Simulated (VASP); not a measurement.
# SnSe in VASP: single point with PBE

Aim: the single point of SnSe with PBE.

Everything below comes from runs of VASP 6.6.1. Logs are shortened: lines on timing, memory, paths and dates and some standing lists are left out, and cuts for length are marked.

## 1. The cell of the first run

The cell holds a wire or tube with vacuum around it, 16 atoms: a = 18.300 Å, b = 18.600 Å, c = 4.095 Å, α = 90.00°, β = 90.00°, γ = 90.00°.

## 2. Single point, PBE

Input file INCAR:

```
SYSTEM = SnSe
PREC = Accurate ; ENCUT = 520
EDIFF = 1E-7 ; ISMEAR = 0
SIGMA = 0.05 ; LREAL = Auto
LASPH = .True. ; NELM = 60
ALGO = Normal ; ISIF = 2
LWAVE = .False. ; LCHARG = .False.
GGA = PE ; NBANDS = 94
```

Input file KPOINTS:

```
regular mesh
0
Gamma
  1 1 12
  0 0 0
```

Input file POSCAR:

```
SnSe
1.0
   18.3000000000      0.0000000000      0.0000000000
    0.0000000000     18.6000000000      0.0000000000
    0.0000000000      0.0000000000      4.0945890503
Sn Se
8 8
Direct
    0.6832712289      0.5529799373      0.5000000000
    0.5915138522      0.6649596090      1.0000000000
    0.4461521636      0.6803059450      0.5000000000
    0.3323280755      0.5900350210      1.0000000000
    0.3167287711      0.4470200627      0.5000000000
    0.4084861478      0.3350403910      1.0000000000
    0.5538478364      0.3196940550      0.5000000000
    0.6676719245      0.4099649790      1.0000000000
    0.7412283006      0.6361209481      1.0000000000
    0.5727421481      0.7640705918      0.5000000000
    0.3616504619      0.7373323458      1.0000000000
    0.2315917437      0.5715697905      0.5000000000
    0.2587716994      0.3638790519      1.0000000000
    0.4272578519      0.2359294082      0.5000000000
    0.6383495381      0.2626676542      1.0000000000
    0.7684082563      0.4284302095      0.5000000000
```

Potentials or basis: VASP PAW PBE potentials, release 64 (Sn_d, Se).

On the command line:

```
> cat potpaw_PBE.64/Sn_d/POTCAR potpaw_PBE.64/Se/POTCAR > POTCAR
> mpirun -np 1 vasp_std > vasp.out
```

OUTCAR:

```text
SYSTEM = SnSe
   PREC = Accurate
   ENCUT = 520
   EDIFF = 1E-7
   ISMEAR = 0
   LREAL = Auto
   LASPH = .True.
   NELM = 60
   ISIF = 2
   GGA = PE

 ion  position               nearest neighbor table
   1  0.683  0.553  0.500-   9 2.78   9 2.78  16 2.79   8 3.37   8 3.37   2 3.37   2 3.37
   2  0.592  0.665  0.000-  10 2.78  10 2.78   9 2.79   3 3.37   3 3.37   1 3.37   1 3.37
   3  0.446  0.680  0.500-  11 2.78  11 2.78  10 2.79   2 3.37   2 3.37   4 3.37   4 3.37
   4  0.332  0.590  0.000-  12 2.78  12 2.78  11 2.79   5 3.37   5 3.37   3 3.37   3 3.37
   5  0.317  0.447  0.500-  13 2.78  13 2.78  12 2.79   4 3.37   4 3.37   6 3.37   6 3.37
   6  0.408  0.335  0.000-  14 2.78  14 2.78  13 2.79   7 3.37   7 3.37   5 3.37   5 3.37
   7  0.554  0.320  0.500-  15 2.78  15 2.78  14 2.79   6 3.37   6 3.37   8 3.37   8 3.37
   8  0.668  0.410  0.000-  16 2.78  16 2.78  15 2.79   1 3.37   1 3.37   7 3.37   7 3.37
   9  0.741  0.636  0.000-   1 2.78   1 2.78   2 2.79
  10  0.573  0.764  0.500-   2 2.78   2 2.78   3 2.79
  11  0.362  0.737  0.000-   3 2.78   3 2.78   4 2.79
  12  0.232  0.572  0.500-   4 2.78   4 2.78   5 2.79
  13  0.259  0.364  0.000-   5 2.78   5 2.78   6 2.79
  14  0.427  0.236  0.500-   6 2.78   6 2.78   7 2.79
  15  0.638  0.263  0.000-   7 2.78   7 2.78   8 2.79
  16  0.768  0.428  0.500-   8 2.78   8 2.78   1 2.79

  LATTYP: Found a simple orthorhombic cell.
 ALAT       =     4.0945890503
 B/A-ratio  =     4.4693129824
 C/A-ratio  =     4.5425804083

  Lattice vectors:

 A1 = (   0.0000000000,   0.0000000000,   4.0945890503)
 A2 = (  18.3000000000,   0.0000000000,   0.0000000000)
 A3 = (   0.0000000000,  18.6000000000,   0.0000000000)

Analysis of symmetry for initial positions (statically):
=====================================================================
 Subroutine PRICEL returns:
 Original cell was already a primitive cell.

 Routine SETGRP: Setting up the symmetry group for a
 simple orthorhombic supercell.

 Subroutine GETGRP returns: Found  4 space group operations
 (whereof  4 operations were pure point group operations)
 out of a pool of  8 trial point group operations.

The static configuration has the point symmetry C_2h.

Analysis of symmetry for dynamics (positions and initial velocities):
=====================================================================
 Subroutine PRICEL returns:
 Original cell was already a primitive cell.

 Routine SETGRP: Setting up the symmetry group for a
 simple orthorhombic supercell.

 Subroutine GETGRP returns: Found  4 space group operations
 (whereof  4 operations were pure point group operations)
 out of a pool of  8 trial point group operations.

The dynamic configuration has the point symmetry C_2h.

 Subroutine INISYM returns: Found  4 space group operations
 (whereof  4 operations are pure point group operations),
 and found     1 'primitive' translations

----------------------------------------------------------------------------------------

                                     Primitive cell

  volume of cell :    1393.7162

  direct lattice vectors                    reciprocal lattice vectors
    18.300000000  0.000000000  0.000000000     0.054644809  0.000000000  0.000000000
     0.000000000 18.600000000  0.000000000     0.000000000  0.053763441  0.000000000
     0.000000000  0.000000000  4.094589050     0.000000000  0.000000000  0.244224753

  length of vectors
    18.300000000 18.600000000  4.094589050     0.054644809  0.053763441  0.244224753

  position of ions in fractional coordinates (direct lattice)
     0.683271229  0.552979937  0.500000000
     0.591513852  0.664959609  0.000000000
     0.446152164  0.680305945  0.500000000
     0.332328076  0.590035021  0.000000000
     0.316728771  0.447020063  0.500000000
     0.408486148  0.335040391  0.000000000
[... 8 lines left out ...]
     0.638349538  0.262667654  0.000000000
     0.768408256  0.428430210  0.500000000

  ion indices of the primitive-cell ions
   primitive index   ion index
                 1           1
                 2           2
                 3           3
                 4           4
                 5           5
                 6           6
[... 8 lines left out ...]
                15          15
                16          16

----------------------------------------------------------------------------------------

 KPOINTS: regular mesh

Automatic generation of k-mesh.
 Grid dimensions read from file:
 generate k-points for:    1    1   12

 Generating k-lattice:

  Cartesian coordinates                     Fractional coordinates (reciprocal lattice)
     0.054644809  0.000000000  0.000000000     1.000000000  0.000000000  0.000000000
     0.000000000  0.053763441  0.000000000     0.000000000  1.000000000  0.000000000
     0.000000000  0.000000000  0.020352063     0.000000000  0.000000000  0.083333333

  Length of vectors
     0.054644809  0.053763441  0.020352063

  Shift w.r.t. Gamma in fractional coordinates (k-lattice)
     0.000000000  0.000000000  0.000000000

 Subroutine IBZKPT returns following result:
 ===========================================

 Found      7 irreducible k-points:

 Following reciprocal coordinates:
            Coordinates               Weight
  0.000000  0.000000  0.000000      1.000000
  0.000000  0.000000  0.083333      2.000000
  0.000000  0.000000  0.166667      2.000000
  0.000000  0.000000  0.250000      2.000000
  0.000000  0.000000  0.333333      2.000000
  0.000000  0.000000  0.416667      2.000000
  0.000000  0.000000  0.500000      1.000000
   k-points           NKPTS =      7   k-points in BZ     NKDIM =      7   number of bands    NBANDS=     94
   number of dos      NEDOS =    301   number of ions     NIONS =     16
   total plane-waves  NPLWV = 588000
   dimension x,y,z NGX =   140 NGY =  140 NGZ =   30
   dimension x,y,z NGXF=   280 NGYF=  280 NGZF=   60
   ions per type =               8   8
   NGX,Y,Z   is equivalent  to a cutoff of  12.72, 12.51, 12.18 a.u.
   NGXF,Y,Z  is equivalent  to a cutoff of  25.44, 25.03, 24.36 a.u.
 SYSTEM =  SnSe
   PREC   = accura    normal or accurate (medium, high low for compatibility)
   ISTART =      0    job   : 0-new  1-cont  2-samecut
   ICHARG =      2    charge: 1-file 2-atom 10-const
   ISPIN  =      1    spin polarized calculation?
   LNONCOLLINEAR =      F non collinear calculations
   LSORBIT =      F    spin-orbit coupling
   LASPH  =      T    aspherical Exc in radial PAW
   ENCUT  =  520.0 eV  38.22 Ry    6.18 a.u.  34.03 34.58  7.61*2*pi/ulx,y,z
   NELM   =     60;   NELMIN=  2; NELMDL= -5     # of ELM steps
   EDIFF  = 0.1E-06   stopping-criterion for ELM
   LREAL  =      T    real-space projection
   EDIFFG = 0.1E-05   stopping-criterion for IOM
   NSW    =      0    number of steps for IOM
   IBRION =     -1    ionic relax: 0-MD 1-quasi-New 2-CG
   NFREE  =      0    steps in history (QN), initial steepest desc. (CG)
   ISIF   =      2    stress and relaxation
   ISYM   =      2    0-nonsym 1-usesym 2-fastsym
   POTIM  = 0.5000    time-step for ionic-motion
   TEBEG  =    0.0;   TEEND  =   0.0 temperature during run
   PSTRESS=    0.0 pullay stress
   NELECT =     160.0000    total number of electrons
   NUPDOWN=      -1.0000    fix difference up-down
   EMIN   =  10.00;   EMAX   =-10.00  energy-range for DOS
   EFERMI =   0.00;   METHOD = LEGACY
   ISMEAR =     0;   SIGMA  =   0.05  broadening in eV -4-tet -1-fermi 0-gaus
   EFERMI_NEDOS =   21; number of points for ismear=-14 and -15
   IALGO  =     38    algorithm
   IMIX   =      4    mixing-type and parameters
     AMIX     =   0.40;   BMIX     =  1.00
     AMIX_MAG =   1.60;   BMIX_MAG =  1.00
  volume/ion in A,a.u.               =      87.11       587.83
  Fermi-wavevector in a.u.,A,eV,Ry     =   0.795652  1.503565  8.613341  0.633063
  Thomas-Fermi vector in A             =   1.902022
   LORBIT       =      0    0 simple, 1 ext, 2 COOP (PROOUT), +10 PAW based schemes
   GGA     = PE    functional components
   LHFCALC =     F    Hartree Fock is set to
   AEXX    =    0.0000 exact exchange contribution
   IVDW    =     0    specifies the selected vdW correction
   LEPSILON=     F    determine dielectric tensor
   LRPA    =     F    only Hartree local field effects (RPA)
 non-spin polarized calculation
 Gauss-broadening in eV      SIGMA  =   0.05
  energy-cutoff  :      520.00
  volume of cell :     1393.72
 maximum number of plane-waves:     37611
 NGX is ok and might be reduce to   140
   NGX = 69   NGY = 69   NGZ = 15

 number of electron     159.9999987 magnetization

 Free energy of the ion-electron system (eV)
  ---------------------------------------------------
  ext. energy  EPLUGINS =         0.00000000
  ---------------------------------------------------
  free energy    TOTEN  =       -62.79098849 eV

  energy without entropy =      -62.79098849  energy(sigma->0) =      -62.79098849

 E-fermi :  -2.1220     XC(G=0):  -3.8643

 val. band max:       -2.4066751530   @ k =   0.0000   0.0000   0.1667
 cond. band min:      -0.9897114861   @ k =   0.0000   0.0000   0.0000
 fundamental gap:      1.4169636669
 Fermi energy:        -2.1220071014

 k-point     1 :       0.0000    0.0000    0.0000
  band No.  band energies     occupation
      1     -23.3863      2.00000
      2     -23.3637      2.00000
      3     -23.3635      2.00000
      4     -23.3458      2.00000
      5     -23.3361      2.00000
      6     -23.3359      2.00000
[... 84 lines left out ...]
     91       0.8675      0.00000
     92       1.5540      0.00000

 k-point     2 :       0.0000    0.0000    0.0833
  band No.  band energies     occupation
      1     -23.3848      2.00000
      2     -23.3644      2.00000
      3     -23.3643      2.00000
      4     -23.3431      2.00000
      5     -23.3339      2.00000
      6     -23.3337      2.00000
[... 464 lines left out ...]
     91       1.2331      0.00000
     92       1.2376      0.00000

 k-point     7 :       0.0000    0.0000    0.5000
  band No.  band energies     occupation
      1     -23.3598      2.00000
      2     -23.3598      2.00000
      3     -23.3480      2.00000
      4     -23.3480      2.00000
      5     -23.3479      2.00000
      6     -23.3477      2.00000
[... 84 lines left out ...]
     91       1.1791      0.00000
     92       1.1819      0.00000
 [bands above 92 left out]

------------------------ aborting loop because EDIFF is reached ----------------------------------------

  FORCE on cell =-STRESS in cart. coord.  units (eV):
  Direction    XX          YY          ZZ          XY          YZ          ZX
  --------------------------------------------------------------------------------------
  -------------------------------------------------------------------------------------
  Total        0.0379021      0.0275023      0.2986767     -0.0379855      0.0000000      0.0000000
  in kB        0.0435713      0.0316158      0.3433504     -0.0436671      0.0000000      0.0000000
  external PRESSURE =       0.1395125 kB  Pullay stress =       0.0000000 kB

 VOLUME and BASIS-vectors are now :
 -----------------------------------------------------------------------------
  energy-cutoff  :      520.00
  volume of cell :     1393.72
      direct lattice vectors                 reciprocal lattice vectors
    18.300000000  0.000000000  0.000000000     0.054644809  0.000000000  0.000000000
     0.000000000 18.600000000  0.000000000     0.000000000  0.053763441  0.000000000
     0.000000000  0.000000000  4.094589050     0.000000000  0.000000000  0.244224753

 POSITION                                       TOTAL-FORCE (eV/Angst)
 -----------------------------------------------------------------------------------
     12.50386     10.28543      2.04729        -0.045831     -0.016497      0.000000
     10.82470     12.36825      0.00000        -0.019896     -0.021399     -0.000000
      8.16458     12.65369      2.04729         0.020435     -0.022701     -0.000000
      6.08160     10.97465      0.00000         0.027276     -0.015671      0.000000
      5.79614      8.31457      2.04729         0.045831      0.016497     -0.000000
      7.47530      6.23175      0.00000         0.019896      0.021399      0.000000
[... 8 lines left out ...]
     11.68180      4.88562      0.00000         0.024197     -0.022853     -0.000000
     14.06187      7.96880      2.04729         0.018893     -0.001731      0.000000
 -----------------------------------------------------------------------------------
    total drift:                                0.000000      0.000000      0.000000

  FREE ENERGIE OF THE ION-ELECTRON SYSTEM (eV)
  ---------------------------------------------------
  free  energy   TOTEN  =       -62.7909884902 eV

  energy  without entropy=      -62.7909884902  energy(sigma->0) =      -62.79098849
```

Run time: 51 min. Hardware: 1 thread of Oxide Virtual Turin-like, shared host; peak memory 1.3 GiB.

What came out:

* Free energy: -62.7910 eV
* Largest force: 0.049 eV/Å
* Band gap on the k mesh: 1.42 eV (least direct gap 1.63 eV)

Forces on the atoms (eV/Å):
```
Sn  -0.046 -0.016  0.000
Sn  -0.020 -0.021  0.000
Sn   0.020 -0.023  0.000
Sn   0.027 -0.016  0.000
Sn   0.046  0.016  0.000
Sn   0.020  0.021  0.000
Sn  -0.020  0.023  0.000
Sn  -0.027  0.016  0.000
Se   0.014  0.021  0.000
Se   0.007  0.029  0.000
Se  -0.024  0.023  0.000
Se  -0.019  0.002  0.000
Se  -0.014 -0.021  0.000
Se  -0.007 -0.029  0.000
Se   0.024 -0.023  0.000
Se   0.019 -0.002  0.000
```

Caveat: spin-orbit coupling is left out, which moves the levels of the heavy elements.
